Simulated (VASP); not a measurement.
# Si4N in VASP: single point with PBE+D3(BJ)

Aim: the single point of Si4N with PBE+D3(BJ).

Program: VASP 6.6.1. These are calculated values, not measurements. Logs are shortened: lines on timing, memory, paths and dates and some standing lists are left out, and cuts for length are marked.

### Step 1. The cell of the first run

The cell holds a slab with vacuum, 5 atoms: a = 3.833 Å, b = 3.833 Å, c = 21.103 Å, α = 90.00°, β = 90.00°, γ = 90.00°.

### Step 2. Single point, PBE+D3(BJ), collinear spin, ferromagnetic start

INCAR

```
SYSTEM = Si4N
ALGO = Normal ; DIPOL = 0.5 0.5 0.335
EDIFF = 1E-6 ; ENCUT = 520
GGA = PE ; IDIPOL = 3
ISIF = 2 ; ISMEAR = 0
ISPIN = 2 ; IVDW = 12
LASPH = .TRUE. ; LCHARG = .FALSE.
LDIPOL = .TRUE. ; LORBIT = 11
LREAL = .FALSE. ; LWAVE = .FALSE.
MAGMOM = 0 0 0 0 3 ; NBANDS = 22
NELM = 150 ; PREC = Accurate
SIGMA = 0.05
```

KPOINTS

```
k-points
0
G
  7 7 1
  0 0 0
```

POSCAR

```
Si4N
1.0
    3.8333442755      0.0000000000      0.0000000000
    0.0000000000      3.8333442755      0.0000000000
    0.0000000000      0.0000000000     21.1034818114
Si N
4 1
Direct
    0.0000000000      0.5000000000      0.1895421825
    0.0000000000      0.0000000000      0.2537634269
    0.5000000000      0.0000000000      0.3207061922
    0.5000000000      0.5000000000      0.3839879070
    0.5000000000      0.5000000000      0.5261445439
```

Potentials or basis: VASP PAW PBE potentials, release 64 (Si, N).

Run with:

```console
$ cat potpaw_PBE.64/Si/POTCAR potpaw_PBE.64/N/POTCAR > POTCAR
$ mpirun -np 1 vasp_std > vasp.out
```

OUTCAR:

```text
SYSTEM = Si4N
   EDIFF = 1E-6
   ENCUT = 520
   GGA = PE
   ISIF = 2
   ISMEAR = 0
   ISPIN = 2
   IVDW = 12
   LASPH = .TRUE.
   LORBIT = 11
   LREAL = .FALSE.
   NELM = 150
   PREC = Accurate
 IVDW          = 12

 ion  position               nearest neighbor table
   1  0.000  0.500  0.190-   2 2.35   2 2.35
   2  0.000  0.000  0.254-   1 2.35   1 2.35   3 2.38   3 2.38
   3  0.500  0.000  0.321-   4 2.34   4 2.34   2 2.38   2 2.38
   4  0.500  0.500  0.384-   3 2.34   3 2.34
   5  0.500  0.500  0.526-

  LATTYP: Found a simple tetragonal cell.
 ALAT       =     3.8333442755
 C/A-ratio  =     5.5052404101

  Lattice vectors:

 A1 = (   3.8333442755,   0.0000000000,   0.0000000000)
 A2 = (   0.0000000000,   3.8333442755,   0.0000000000)
 A3 = (   0.0000000000,   0.0000000000,  21.1034818114)

Analysis of symmetry for initial positions (statically):
=====================================================================
 Subroutine PRICEL returns:
 Original cell was already a primitive cell.

 Routine SETGRP: Setting up the symmetry group for a
 simple tetragonal supercell.

 Subroutine GETGRP returns: Found  4 space group operations
 (whereof  4 operations were pure point group operations)
 out of a pool of 16 trial point group operations.

The static configuration has the point symmetry C_2v.

Analysis of symmetry for dynamics (positions and initial velocities):
=====================================================================
 Subroutine PRICEL returns:
 Original cell was already a primitive cell.

 Routine SETGRP: Setting up the symmetry group for a
 simple tetragonal supercell.

 Subroutine GETGRP returns: Found  4 space group operations
 (whereof  4 operations were pure point group operations)
 out of a pool of 16 trial point group operations.

The dynamic configuration has the point symmetry C_2v.

Analysis of structural, dynamic, and magnetic symmetry:
=====================================================================
 Subroutine PRICEL returns:
 Original cell was already a primitive cell.

 Routine SETGRP: Setting up the symmetry group for a
 simple tetragonal supercell.

 Subroutine GETGRP returns: Found  4 space group operations
 (whereof  4 operations were pure point group operations)
 out of a pool of 16 trial point group operations.

The overall configuration has the point symmetry C_2v.

 Subroutine INISYM returns: Found  4 space group operations
 (whereof  4 operations are pure point group operations),
 and found     1 'primitive' translations

----------------------------------------------------------------------------------------

                                     Primitive cell

  volume of cell :     310.1057

  direct lattice vectors                    reciprocal lattice vectors
     3.833344276  0.000000000  0.000000000     0.260868821  0.000000000  0.000000000
     0.000000000  3.833344276  0.000000000     0.000000000  0.260868821  0.000000000
     0.000000000  0.000000000 21.103481811     0.000000000  0.000000000  0.047385546

  length of vectors
     3.833344276  3.833344276 21.103481811     0.260868821  0.260868821  0.047385546

  position of ions in fractional coordinates (direct lattice)
     0.000000000  0.500000000  0.189542182
     0.000000000  0.000000000  0.253763427
     0.500000000  0.000000000  0.320706192
     0.500000000  0.500000000  0.383987907
     0.500000000  0.500000000  0.526144544

  ion indices of the primitive-cell ions
   primitive index   ion index
                 1           1
                 2           2
                 3           3
                 4           4
                 5           5

----------------------------------------------------------------------------------------

 KPOINTS: k-points

Automatic generation of k-mesh.
 Grid dimensions read from file:
 generate k-points for:    7    7    1

 Generating k-lattice:

  Cartesian coordinates                     Fractional coordinates (reciprocal lattice)
     0.037266974  0.000000000  0.000000000     0.142857143  0.000000000  0.000000000
     0.000000000  0.037266974  0.000000000     0.000000000  0.142857143  0.000000000
     0.000000000  0.000000000  0.047385546     0.000000000  0.000000000  1.000000000

  Length of vectors
     0.037266974  0.037266974  0.047385546

  Shift w.r.t. Gamma in fractional coordinates (k-lattice)
     0.000000000  0.000000000  0.000000000

 Subroutine IBZKPT returns following result:
 ===========================================

 Found     16 irreducible k-points:

 Following reciprocal coordinates:
            Coordinates               Weight
  0.000000  0.000000  0.000000      1.000000
  0.142857  0.000000  0.000000      2.000000
  0.000000  0.142857  0.000000      2.000000
  0.285714  0.000000  0.000000      2.000000
  0.000000  0.285714  0.000000      2.000000
  0.428571  0.000000  0.000000      2.000000
[... 8 lines left out ...]
 -0.285714  0.428571  0.000000      4.000000
  0.428571  0.428571  0.000000      4.000000
   k-points           NKPTS =     16   k-points in BZ     NKDIM =     16   number of bands    NBANDS=     22
   number of dos      NEDOS =    301   number of ions     NIONS =      5
   total plane-waves  NPLWV = 144000
   dimension x,y,z NGX =    30 NGY =   30 NGZ =  160
   dimension x,y,z NGXF=    60 NGYF=   60 NGZF=  320
   ions per type =               4   1
   NGX,Y,Z   is equivalent  to a cutoff of  13.01, 13.01, 12.60 a.u.
   NGXF,Y,Z  is equivalent  to a cutoff of  26.02, 26.02, 25.21 a.u.
 SYSTEM =  Si4N
   PREC   = accura    normal or accurate (medium, high low for compatibility)
   ISTART =      0    job   : 0-new  1-cont  2-samecut
   ICHARG =      2    charge: 1-file 2-atom 10-const
   ISPIN  =      2    spin polarized calculation?
   LNONCOLLINEAR =      F non collinear calculations
   LSORBIT =      F    spin-orbit coupling
   LASPH  =      T    aspherical Exc in radial PAW
   ENCUT  =  520.0 eV  38.22 Ry    6.18 a.u.   7.13  7.13 39.24*2*pi/ulx,y,z
   NELM   =    150;   NELMIN=  2; NELMDL= -5     # of ELM steps
   EDIFF  = 0.1E-05   stopping-criterion for ELM
   LREAL  =      F    real-space projection
   EDIFFG = 0.1E-04   stopping-criterion for IOM
   NSW    =      0    number of steps for IOM
   IBRION =     -1    ionic relax: 0-MD 1-quasi-New 2-CG
   NFREE  =      0    steps in history (QN), initial steepest desc. (CG)
   ISIF   =      2    stress and relaxation
   ISYM   =      2    0-nonsym 1-usesym 2-fastsym
   POTIM  = 0.5000    time-step for ionic-motion
   TEBEG  =    0.0;   TEEND  =   0.0 temperature during run
   PSTRESS=    0.0 pullay stress
   NELECT =      21.0000    total number of electrons
   NUPDOWN=      -1.0000    fix difference up-down
   EMIN   =  10.00;   EMAX   =-10.00  energy-range for DOS
   EFERMI =   0.00;   METHOD = LEGACY
   ISMEAR =     0;   SIGMA  =   0.05  broadening in eV -4-tet -1-fermi 0-gaus
   EFERMI_NEDOS =   21; number of points for ismear=-14 and -15
   IALGO  =     38    algorithm
   IMIX   =      4    mixing-type and parameters
     AMIX     =   0.40;   BMIX     =  1.00
     AMIX_MAG =   1.60;   BMIX_MAG =  1.00
  volume/ion in A,a.u.               =      62.02       418.54
  Fermi-wavevector in a.u.,A,eV,Ry     =   0.667285  1.260986  6.058256  0.445269
  Thomas-Fermi vector in A             =   1.741845
   LORBIT       =     11    0 simple, 1 ext, 2 COOP (PROOUT), +10 PAW based schemes
   GGA     = PE    functional components
   LHFCALC =     F    Hartree Fock is set to
   AEXX    =    0.0000 exact exchange contribution
   IVDW    =    12    specifies the selected vdW correction
   LEPSILON=     F    determine dielectric tensor
   LRPA    =     F    only Hartree local field effects (RPA)
 spin polarized calculation
 Gauss-broadening in eV      SIGMA  =   0.05
  energy-cutoff  :      520.00
  volume of cell :      310.11
 maximum number of plane-waves:      8388
 NGX is ok and might be reduce to    30
   NGX = 15   NGY = 15   NGZ = 79

 dipolmoment           0.000000      0.000000     -0.030696 electrons x Angstroem

 number of electron      21.0000001 magnetization       2.5369547

 dipolmoment           0.000000      0.000000      0.053301 electrons x Angstroem

 Free energy of the ion-electron system (eV)
  ---------------------------------------------------
  ext. energy  EPLUGINS =         0.00000000
  ---------------------------------------------------
  free energy    TOTEN  =       -21.39859922 eV

  energy without entropy =      -21.39492955  energy(sigma->0) =      -21.39676438

 E-fermi :  -2.3711     XC(G=0):  -3.8798

 val. band max:       -2.3916592790   @ k =   0.2857   0.2857   0.0000
 cond. band min:      -2.3671303010   @ k =   0.4286   0.4286   0.0000
 fundamental gap:      0.0245289780
 Fermi energy:        -2.3711034173

 spin component 1

 k-point     1 :       0.0000    0.0000    0.0000
  band No.  band energies     occupation
      1     -16.3933      1.00000
      2     -13.3371      1.00000
      3     -11.1804      1.00000
      4      -7.8738      1.00000
      5      -5.0758      1.00000
      6      -4.6083      1.00000
[... 14 lines left out ...]
     21       3.7074      0.00000
     22       3.9503      0.00000

 k-point     2 :       0.1429    0.0000    0.0000
  band No.  band energies     occupation
      1     -16.3812      1.00000
      2     -13.1755      1.00000
      3     -11.1291      1.00000
      4      -7.7798      1.00000
      5      -5.4772      1.00000
      6      -4.9049      1.00000
[... 14 lines left out ...]
     21       3.9197      0.00000
     22       4.4436      0.00000
[... 308 lines left out ...]
      6      -5.4636      1.00000
[... 14 lines left out ...]
     21       4.4360      0.00000
     22       5.1977      0.00000

 k-point    16 :       0.4286    0.4286    0.0000
  band No.  band energies     occupation
      1     -16.2745      1.00000
      2     -10.5850      1.00000
      3      -9.7584      1.00000
      4      -8.9603      1.00000
      5      -8.5326      1.00000
      6      -5.6345      1.00000
[... 14 lines left out ...]
     21       5.2770      0.00000
     22       6.0212      0.00000
 Fermi energy:        -2.3711034173

 spin component 2

 k-point     1 :       0.0000    0.0000    0.0000
  band No.  band energies     occupation
      1     -13.3814      1.00000
      2     -12.2531      1.00000
      3     -11.2126      1.00000
      4      -7.9139      1.00000
      5      -4.4399      1.00000
      6      -4.2668      1.00000
[... 14 lines left out ...]
     21       3.7632      0.00000
     22       4.0954      0.00000

 k-point     2 :       0.1429    0.0000    0.0000
  band No.  band energies     occupation
      1     -13.2217      1.00000
      2     -12.2312      1.00000
      3     -11.1640      1.00000
      4      -7.8208      1.00000
      5      -5.4488      1.00000
      6      -4.3266      1.00000
[... 14 lines left out ...]
     21       4.0848      0.00000
     22       4.3901      0.00000
[... 323 lines left out ...]
     21       4.4120      0.00000
     22       5.2141      0.00000

 k-point    16 :       0.4286    0.4286    0.0000
  band No.  band energies     occupation
      1     -12.0590      1.00000
      2     -10.6201      1.00000
      3      -9.8020      1.00000
      4      -9.0418      1.00000
      5      -8.5668      1.00000
      6      -5.6484      1.00000
[... 14 lines left out ...]
     21       5.3410      0.00000
     22       6.1691      0.00000

------------------------ aborting loop because EDIFF is reached ----------------------------------------

 vacuum level on the upper side and lower side of the slab       (xc-potential included)         0.337        -0.299

 Edisp (eV)   -0.99022

 E8    (eV) :    -0.4208

  FORCE on cell =-STRESS in cart. coord.  units (eV):
  Direction    XX          YY          ZZ          XY          YZ          ZX
  --------------------------------------------------------------------------------------
  -------------------------------------------------------------------------------------
  Total      -4.01358    -0.84968    -2.59389     0.00000     0.00000     0.00000
  in kB     -20.73637    -4.38994   -13.40148     0.00000     0.00000     0.00000
  external pressure =      -12.84 kB  Pullay stress =        0.00 kB

 VOLUME and BASIS-vectors are now :
 -----------------------------------------------------------------------------
  energy-cutoff  :      520.00
  volume of cell :      310.11
      direct lattice vectors                 reciprocal lattice vectors
     3.833344276  0.000000000  0.000000000     0.260868821  0.000000000  0.000000000
     0.000000000  3.833344276  0.000000000     0.000000000  0.260868821  0.000000000
     0.000000000  0.000000000 21.103481811     0.000000000  0.000000000  0.047385546

 POSITION                                       TOTAL-FORCE (eV/Angst)
 -----------------------------------------------------------------------------------
      0.00000      1.91667      4.00000         0.000000      0.000000      0.025637
      0.00000      0.00000      5.35529         0.000000      0.000000      0.097048
      1.91667      0.00000      6.76802         0.000000      0.000000      0.133900
      1.91667      1.91667      8.10348         0.000000      0.000000      0.414703
      1.91667      1.91667     11.10348         0.000000      0.000000     -0.671288
 -----------------------------------------------------------------------------------
    total drift:                                0.000000      0.000000      0.000222

  FREE ENERGIE OF THE ION-ELECTRON SYSTEM (eV)
  ---------------------------------------------------
  free  energy   TOTEN  =       -22.3888199615 eV

  energy  without entropy=      -22.3851502895  energy(sigma->0) =      -22.38698513

 vacuum level on the upper side and lower side of the slab         3.561         2.843

 total charge

# of ion       s       p       d       tot
------------------------------------------
    1        0.864   0.722   0.000   1.586
    2        0.776   0.894   0.000   1.670
    3        0.774   0.894   0.000   1.668
    4        0.849   0.722   0.000   1.571
    5        1.364   1.910   0.000   3.274
--------------------------------------------------
tot          4.626   5.142   0.000   9.769

 magnetization (x)

# of ion       s       p       d       tot
------------------------------------------
    1        0.004  -0.000   0.000   0.004
    2        0.000  -0.011   0.000  -0.011
    3        0.005  -0.019   0.000  -0.013
    4       -0.007  -0.069   0.000  -0.077
    5        0.036   1.779   0.000   1.815
--------------------------------------------------
tot          0.038   1.679   0.000   1.717
```

It took 4.6 min on 1 thread of AMD EPYC 9R14 (Zen 4), shared host; peak memory 0.53 GiB.

Results:

* Free energy: -22.3888 eV
* Largest force: 0.671 eV/Å
* Net moment: 2.54 μB per cell
* Site moments: Si +0.00, -0.01, -0.08 (each value once); N +1.81 μB
* Valence electrons inside the program's atomic spheres: Si 1.59, 1.67, 1.57 (each value once); N 3.27
* Dispersion energy per atom: -0.198 eV

Forces on the atoms (eV/Å):
```
Si   0.000  0.000  0.026
Si   0.000  0.000  0.097
Si   0.000  0.000  0.134
Si   0.000  0.000  0.415
N    0.000  0.000 -0.671
```
